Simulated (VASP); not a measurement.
Wanted: the native input for a VASP 6.6.1 run.

- Task: single point
- Functional: PBE
- Potentials or basis: VASP PAW PBE potentials, release 64 (Ga_d, N)
- Cutoff: 520 eV
- k mesh: 8 × 6 × 6
- Occupations: gaussian, width 0.05 eV
- Spin: no spin polarisation
- Dipole correction: no
- Further INCAR settings: ALGO = Normal; EDIFF = 1e-07; NBANDS = 46

The structure of GaN lies in POSCAR:

```
GaN
1.0
   -3.2185392732      0.0000000000      0.0000000000
    0.0000000000      0.0000000000     -5.2433778863
    0.0000000001     -5.5746735474      0.0000000000
Ga N
4 4
Direct
    0.5000000000      0.0034573401      0.1693455806
    0.0000000000      0.0012731974      0.6639855332
    0.0000000000      0.5012731974      0.3360144668
    0.5000000000      0.5034573401      0.8306544194
    0.5000000000      0.6161866020      0.1671126775
    0.0000000000      0.6171344936      0.6662065880
    0.0000000000      0.1171344936      0.3337934120
    0.5000000000      0.1161866020      0.8328873225
```

This cell differs from its parent crystal: mode 11 frozen in at -0.016 Å and mode 13 at +0.039 Å (largest displacements).

The input as run:

INCAR

```
SYSTEM = GaN
ALGO = Normal
EDIFF = 1E-7
ENCUT = 520
GGA = PE
ISIF = 2
ISMEAR = 0
LASPH = .TRUE.
LCHARG = .FALSE.
LREAL = .FALSE.
LWAVE = .FALSE.
NBANDS = 46
NELM = 100
PREC = Accurate
SIGMA = 0.05
```

KPOINTS

```
k-points
0
G
  8 6 6
  0 0 0
```

Potentials or basis: VASP PAW PBE potentials, release 64 (Ga_d, N).

Run with:

```sh
$ cat potpaw_PBE.64/Ga_d/POTCAR potpaw_PBE.64/N/POTCAR > POTCAR
$ mpirun -np 1 vasp_std > vasp.out
```

It gave:

The pressure is 0.3 GPa. The largest force is 0.663 eV/Å. The band gap on the k mesh is 1.66 eV.

Caveat: the cell differs from its parent crystal (mode 11 frozen in at -0.016 Å and mode 13 at +0.039 Å (largest displacements)).

Wall time 6.5 min on 1 thread of Oxide Virtual Turin-like Processor, with other jobs on the host, peak memory 0.33 GiB.
